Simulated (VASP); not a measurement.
# Ag (P6_3/mmc) in VASP: further runs

Ag is run at these levels: LDA; tasks: single point.

Everything below comes from runs of VASP 6.6.1. Logs are shortened: lines on timing, memory, paths and dates and some standing lists are left out, and cuts for length are marked.

**1. The cell of the first run**

The structure is hexagonal, space group P6_3/mmc (No. 194). Conventional cell: a = 2.886 Å, b = 2.886 Å, c = 10.100 Å, α = 90.00°, β = 90.00°, γ = 120.00°. Ag (site symmetry -6m2) has 12 Ag at 2.89 to 3.03 Å within 3.8 Å. Ag (site symmetry -3m) has 12 Ag at 2.89 to 3.03 Å within 3.8 Å.

This isn't the form of Ag at room conditions, which is fcc.

**2. Single point, LDA (zz strain of +1 %)**

File INCAR:

```
  ALGO = Normal
  EDIFF = 1E-6
  ENCUT = 520
  GGA = CA
  ISIF = 2
  ISMEAR = -1
  LASPH = True
  LCHARG = False
  LREAL = False
  LWAVE = False
  NBANDS = 30
  NELM = 60
  PREC = Accurate
  SIGMA = 0.08
```

File KPOINTS:

```
k-points
0
Gamma
  14 14 4
```

File POSCAR:

```
Ag
1.0
    2.8861989086      0.0000000000      0.0000000000
   -1.4430994543      2.4995215753      0.0000000000
    0.0000000000      0.0000000000     10.1000000000
Ag
4
Direct
    0.3333333333      0.6666666667      0.2500000000
    0.6666666667      0.3333333333      0.7500000000
    0.0000000000      0.0000000000      0.0000000000
    0.0000000000      0.0000000000      0.5000000000
```

Potentials or basis: VASP PAW LDA potentials, release 64 (Ag).

Run with:

```
$ cat potpaw_LDA.64/Ag/POTCAR > POTCAR
$ mpirun -np 1 vasp_std > vasp.out
```

OUTCAR:

```text
EDIFF = 1E-6
   ENCUT = 520
   GGA = CA
   ISIF = 2
   ISMEAR = -1
   LASPH = True
   LREAL = False
   NELM = 60
   PREC = Accurate

 ion  position               nearest neighbor table
   1  0.333  0.667  0.250-   3 3.03   4 3.03   3 3.03   4 3.03   3 3.03   4 3.03
   2  0.667  0.333  0.750-   3 3.03   4 3.03   3 3.03   4 3.03   3 3.03   4 3.03
   3  0.000  0.000  0.000-   1 3.03   2 3.03   2 3.03   1 3.03   2 3.03   1 3.03
   4  0.000  0.000  0.500-   1 3.03   2 3.03   2 3.03   1 3.03   2 3.03   1 3.03

  LATTYP: Found a hexagonal cell.
 ALAT       =     2.8861989086
 C/A-ratio  =     3.4994123135

  Lattice vectors:

 A1 = (   2.8861989086,   0.0000000000,   0.0000000000)
 A2 = (  -1.4430994543,   2.4995215753,   0.0000000000)
 A3 = (   0.0000000000,   0.0000000000,  10.1000000000)

Analysis of symmetry for initial positions (statically):
=====================================================================
 Subroutine PRICEL returns:
 Original cell was already a primitive cell.

 Routine SETGRP: Setting up the symmetry group for a
 hexagonal supercell.

 Subroutine GETGRP returns: Found 24 space group operations
 (whereof 12 operations were pure point group operations)
 out of a pool of 24 trial point group operations.

The static configuration has the point symmetry D_3d.
 The point group associated with its full space group is D_6h.

Analysis of symmetry for dynamics (positions and initial velocities):
=====================================================================
 Subroutine PRICEL returns:
 Original cell was already a primitive cell.

 Routine SETGRP: Setting up the symmetry group for a
 hexagonal supercell.

 Subroutine GETGRP returns: Found 24 space group operations
 (whereof 12 operations were pure point group operations)
 out of a pool of 24 trial point group operations.

The dynamic configuration has the point symmetry D_3d.
 The point group associated with its full space group is D_6h.

 Subroutine INISYM returns: Found 24 space group operations
 (whereof 12 operations are pure point group operations),
 and found     1 'primitive' translations

----------------------------------------------------------------------------------------

                                     Primitive cell

  volume of cell :      72.8626

  direct lattice vectors                    reciprocal lattice vectors
     2.886198909  0.000000000  0.000000000     0.346476467  0.200038281  0.000000000
[... 90 lines left out ...]
   EDIFF  = 0.1E-05   stopping-criterion for ELM
   LREAL  =      F    real-space projection
   EDIFFG = 0.1E-04   stopping-criterion for IOM
   NSW    =      0    number of steps for IOM
   IBRION =     -1    ionic relax: 0-MD 1-quasi-New 2-CG
   NFREE  =      0    steps in history (QN), initial steepest desc. (CG)
   ISIF   =      2    stress and relaxation
   ISYM   =      2    0-nonsym 1-usesym 2-fastsym
   POTIM  = 0.5000    time-step for ionic-motion
   TEBEG  =    0.0;   TEEND  =   0.0 temperature during run
   PSTRESS=    0.0 pullay stress
   NELECT =      44.0000    total number of electrons
   NUPDOWN=      -1.0000    fix difference up-down
   EMIN   =  10.00;   EMAX   =-10.00  energy-range for DOS
   EFERMI =   0.00;   METHOD = LEGACY
   ISMEAR =    -1;   SIGMA  =   0.08  broadening in eV -4-tet -1-fermi 0-gaus
   EFERMI_NEDOS =   21; number of points for ismear=-14 and -15
   IALGO  =     38    algorithm
   IMIX   =      4    mixing-type and parameters
     AMIX     =   0.40;   BMIX     =  1.00
     AMIX_MAG =   1.60;   BMIX_MAG =  1.00
  volume/ion in A,a.u.               =      18.22       122.93
  Fermi-wavevector in a.u.,A,eV,Ry     =   1.383750  2.614908 26.051937  1.914763
  Thomas-Fermi vector in A             =   2.508318
   LORBIT       =      0    0 simple, 1 ext, 2 COOP (PROOUT), +10 PAW based schemes
   GGA     = CA    functional components
   LHFCALC =     F    Hartree Fock is set to
   AEXX    =    0.0000 exact exchange contribution
   IVDW    =     0    specifies the selected vdW correction
   LEPSILON=     F    determine dielectric tensor
   LRPA    =     F    only Hartree local field effects (RPA)
 non-spin polarized calculation
  energy-cutoff  :      520.00
  volume of cell :       72.86
 maximum number of plane-waves:      2000
 NGX is ok and might be reduce to    24
   NGX = 11   NGY = 11   NGZ = 37

 number of electron      43.9999986 magnetization

 Free energy of the ion-electron system (eV)
  ---------------------------------------------------
  ext. energy  EPLUGINS =         0.00000000
  ---------------------------------------------------
  free energy    TOTEN  =       -14.70217549 eV

  energy without entropy =      -14.67509600  energy(sigma->0) =      -14.68863575

 E-fermi :   7.2247     XC(G=0): -12.1943

 val. band max:        7.1946526512   @ k =   0.3571   0.0000   0.2500
 cond. band min:       7.2473708099   @ k =   0.3571   0.1429   0.5000
 fundamental gap:      0.0527181587
 Fermi energy:         7.2247147297

 k-point     1 :       0.0000    0.0000    0.0000
  band No.  band energies     occupation
      1      -0.1069      2.00000
      2       1.0327      2.00000
      3       1.0350      2.00000
      4       1.1622      2.00000
      5       2.4461      2.00000
      6       2.7225      2.00000
[... 781 lines left out ...]
     29      13.7313      0.00000
     30      15.7928      0.00000

 [... further k-points ...]

------------------------ aborting loop because EDIFF is reached ----------------------------------------

  FORCE on cell =-STRESS in cart. coord.  units (eV):
  Direction    XX          YY          ZZ          XY          YZ          ZX
  --------------------------------------------------------------------------------------
  -------------------------------------------------------------------------------------
  Total       -4.6363723     -4.6363723     -6.5041325      0.0000000      0.0000000      0.0000000
  in kB     -101.9493270   -101.9493270   -143.0195615      0.0000000      0.0000000      0.0000000
  external PRESSURE =    -115.6394052 kB  Pullay stress =       0.0000000 kB

 VOLUME and BASIS-vectors are now :
 -----------------------------------------------------------------------------
  energy-cutoff  :      520.00
  volume of cell :       72.86
      direct lattice vectors                 reciprocal lattice vectors
     2.886198909  0.000000000  0.000000000     0.346476467  0.200038281  0.000000000
    -1.443099454  2.499521575  0.000000000     0.000000000  0.400076563  0.000000000
     0.000000000  0.000000000 10.100000000     0.000000000  0.000000000  0.099009901

 POSITION                                       TOTAL-FORCE (eV/Angst)
 -----------------------------------------------------------------------------------
     -0.00000      1.66635      2.52500        -0.000000      0.000000     -0.000000
      1.44310      0.83317      7.57500         0.000000     -0.000000      0.000000
      0.00000      0.00000      0.00000         0.000000      0.000000      0.000000
      0.00000      0.00000      5.05000         0.000000      0.000000      0.000000
 -----------------------------------------------------------------------------------
    total drift:                               -0.000000      0.000000     -0.000000

  FREE ENERGIE OF THE ION-ELECTRON SYSTEM (eV)
  ---------------------------------------------------
  free  energy   TOTEN  =       -14.7021754899 eV

  energy  without entropy=      -14.6750960009  energy(sigma->0) =      -14.68863575
```

Wall time 68 s (1 thread of Intel Xeon Platinum 8488C (Sapphire Rapids), shared host); peak memory 0.24 GiB.

What came out:

* Free energy: -14.7022 eV
* Pressure: -11.6 GPa
* Band gap on the k mesh: zero (bands 22 and 23 overlap by 6.06 eV)

Stress tensor (GPa, compression positive):
```
-10.19   0.00   0.00
  0.00 -10.19   0.00
  0.00   0.00 -14.30
```

Levels at points of the mesh, in eV from the Fermi level:
| k point | band 20 | band 21 | band 22 | band 23 | band 24 | band 25 |
| --- | --- | --- | --- | --- | --- | --- |
| (0.00, 0.00, 0.00) | -3.25 | -3.25 | -2.95 | -2.95 | -0.66 | 2.37 |
| (0.50, 0.00, 0.00) | -2.63 | 0.10 | 0.89 | 1.16 | 1.67 | 4.18 |
| (0.00, 0.00, 0.50) | -3.06 | -3.06 | -3.06 | -2.57 | -2.57 | 5.03 |
| (0.50, 0.00, 0.50) | -2.64 | 0.46 | 0.46 | 1.51 | 1.51 | 4.49 |

Caveat: the cell differs from its parent crystal (zz strain of +1 %); the cell stands under tension.

**3. Single point, LDA (zz strain of +3 %)**

File INCAR:

```
SYSTEM = Ag
PREC = Accurate
ENCUT = 520
EDIFF = 1E-6
ISMEAR = -1
SIGMA = 0.08
LREAL = .FALSE.
LASPH = .TRUE.
NELM = 100
ALGO = Normal
ISIF = 2
LWAVE = .FALSE.
LCHARG = .TRUE.
LELF = .TRUE.
LVHAR = .TRUE.
NBANDS = 30
```

File KPOINTS:

```
regular mesh
0
G
  14 14 4
  0 0 0
```

Changes to POSCAR since step 2:

```diff
@@ -4,3 +4,3 @@
    -1.4430994543      2.4995215753      0.0000000000
-    0.0000000000      0.0000000000     10.1000000000
+    0.0000000000      0.0000000000     10.3000000000
 Ag
```

Potentials or basis: VASP PAW LDA potentials, release 64 (Ag).

Run with:

```
$ cat potpaw_LDA.64/Ag/POTCAR > POTCAR
$ mpirun -np 1 vasp_std > vasp.out
```

It took 71 s on 1 thread of Intel Xeon Platinum 8488C (Sapphire Rapids), shared host; peak memory 0.24 GiB.

The run converged. Its results:

| Item | Value |
| --- | --- |
| Free energy | -14.5678 eV |
| Pressure | -12.4 GPa |
| Band gap on the k mesh | zero (bands 22 and 23 overlap by 6.12 eV) |

Stress tensor (GPa, compression positive):
```
-10.78   0.00   0.00
  0.00 -10.78   0.00
  0.00   0.00 -15.64
```

Levels at points of the mesh, in eV from the Fermi level:
```tsv
k point	band 18	band 19	band 20	band 21	band 22	band 23	band 24	band 25	band 26	band 27
(0.00, 0.00, 0.00)	-3.33	-3.33	-3.25	-3.25	-2.98	-2.98	-0.74	2.02	8.70	8.70
(0.50, 0.00, 0.00)	-2.67	-2.66	-2.63	0.15	0.91	1.17	1.67	4.12	4.12	6.43
(0.00, 0.00, 0.50)	-3.49	-3.07	-3.07	-3.07	-3.07	-2.61	-2.61	4.63	4.63	12.87
(0.50, 0.00, 0.50)	-2.69	-2.64	-2.64	0.49	0.49	1.52	1.52	4.40	4.40	5.79
```

Caveat: the cell differs from its parent crystal (zz strain of +3 %); the cell stands under tension.

The gap in the log of VASP goes by the Fermi energy; the results here count the filled bands.